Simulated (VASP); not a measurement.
KI, 2 atoms in the cell. Symmetry: P4/mmm, No. 123, tetragonal system. The conventional cell has a = 3.823 Å, b = 3.823 Å, c = 5.406 Å, α = 90.00°, β = 90.00°, γ = 90.00°. Within 5.0 Å of K (site symmetry 4/mmm) lie 8 I at 3.82 Å and 4 K at 3.82 Å. I (site symmetry 4/mmm) has 8 K at 3.82 Å and 4 I at 3.82 Å within 5.0 Å.  This cell differs from its parent crystal: ratio of the length along z to the lengths across it x 1.414, volume and fractional coordinates fixed.

```yaml
Program: VASP 6.6.1
Task: single point
Functional: PBE
Potentials_or_basis: VASP PAW PBE potentials, release 64 (K_sv, I)
Cutoff: 520 eV
k_mesh: 6 × 6 × 6
Occupations: gaussian, width 0.05 eV
Spin: no spin polarisation
Dipole_correction: no
Further_INCAR_settings: ALGO = Normal; EDIFF = 1e-06; NBANDS = 15
```

Potentials or basis: VASP PAW PBE potentials, release 64 (K_sv, I).

Run with:

```sh
$ cat potpaw_PBE.64/K_sv/POTCAR potpaw_PBE.64/I/POTCAR > POTCAR
$ mpirun -np 1 vasp_std > vasp.out
```

Hardware: 1 thread of Intel Xeon 8259CL, with other jobs on the host.

Problem. How long does it take, and how much memory?

Solution. Run time: 39 s on 1 thread of Intel Xeon 8259CL, with other jobs on the host, peak memory 0.21 GiB. Counts: scf iterations 12, k points 40.
